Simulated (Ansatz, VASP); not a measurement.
# Ag3Cl2: VASP beside Ansatz

Contents of INCAR:

```
SYSTEM = Ag3Cl2
PREC = Accurate
ENCUT = 600
EDIFF = 1E-7
ISMEAR = 0
SIGMA = 0.1
LREAL = .FALSE.
LASPH = .TRUE.
NELM = 80
ALGO = Normal
ISIF = 3
LWAVE = .FALSE.
LCHARG = .FALSE.
GGA = PE
IBRION = 2
NSW = 90
EDIFFG = -0.04
```

KPOINTS

```
regular mesh
0
G
  6 6 4
  0 0 0
```

The input POSCAR:

```
Ag3Cl2
1.0
    4.6769437754      0.0000000000      0.0000000000
   -2.3384718877      4.0503521215      0.0000000000
    0.0000000000      0.0000000000      6.7775956917
Ag Cl
3 2
Direct
    0.5000000000      0.0000000000      0.5000000000
    0.0000000000      0.5000000000      0.5000000000
    0.5000000000      0.5000000000      0.5000000000
    0.0000000000      0.0000000000      0.3120696986
    0.0000000000      0.0000000000      0.6879303014
```

Input for Ansatz:

```yaml
crystal:
  lattice:
    - [4.6769437754, 0.0, 0.0]
    - [-2.3384718877, 4.0503521215, 0.0]
    - [0.0, 0.0, 6.7775956917]
  atoms:
    - { symbol: Ag, position: [0.5, 0.0, 0.5] }
    - { symbol: Ag, position: [0.0, 0.5, 0.5] }
    - { symbol: Ag, position: [0.5, 0.5, 0.5] }
    - { symbol: Cl, position: [0.0, 0.0, 0.3120696986] }
    - { symbol: Cl, position: [0.0, 0.0, 0.6879303014] }
basis:
  ecutwfc: 420
kpoints:
  mp_grid: { grid: [6, 6, 4] }
hamiltonian:
  xc: pbe
scf:
  occupations: { method: gaussian, width: 0.1 }
  lower_state_search: "off"
output:
  forces: true
  stress: true
  eigenvalues: true
relax:
  adjacent_minimum: "off"
  f_tol: 0.04
  max_steps: 70
  cell: { stress_tol: 0.4 }
```

Alike in both runs: task relaxation of cell and atoms; functional PBE; k mesh 6 × 6 × 4; occupations gaussian, width 0.1 eV; no spin polarisation.

|  | VASP | Ansatz |
| --- | --- | --- |
| version | VASP 6.6.1 | Ansatz 0.2.0 |
| potentials or method | VASP PAW PBE potentials, release 64 (Ag, Cl), cutoff 600 eV | scalar-relativistic, plane waves, PAW |
| valence electrons in the cell | 47 | 71 |

```csv
,VASP,Ansatz,Ansatz less VASP
"gap on the k mesh at the Fermi level, each at its own relaxed structure (eV)",none,none,-
relaxed volume (Å³/atom),37.05,37.95,+0.898
relaxed cell length with the largest relative difference (Å),7.393,7.557,+0.1638
```

A gap of «none» marks a metal or a gap that the smearing closes. VASP's potentials hold 47 valence electrons a cell and Ansatz's 71, so a difference there can come from the potentials and not from the codes.

Noted on VASP's run: the volume moved by over 15 % at a fixed basis, so the end points are rough.
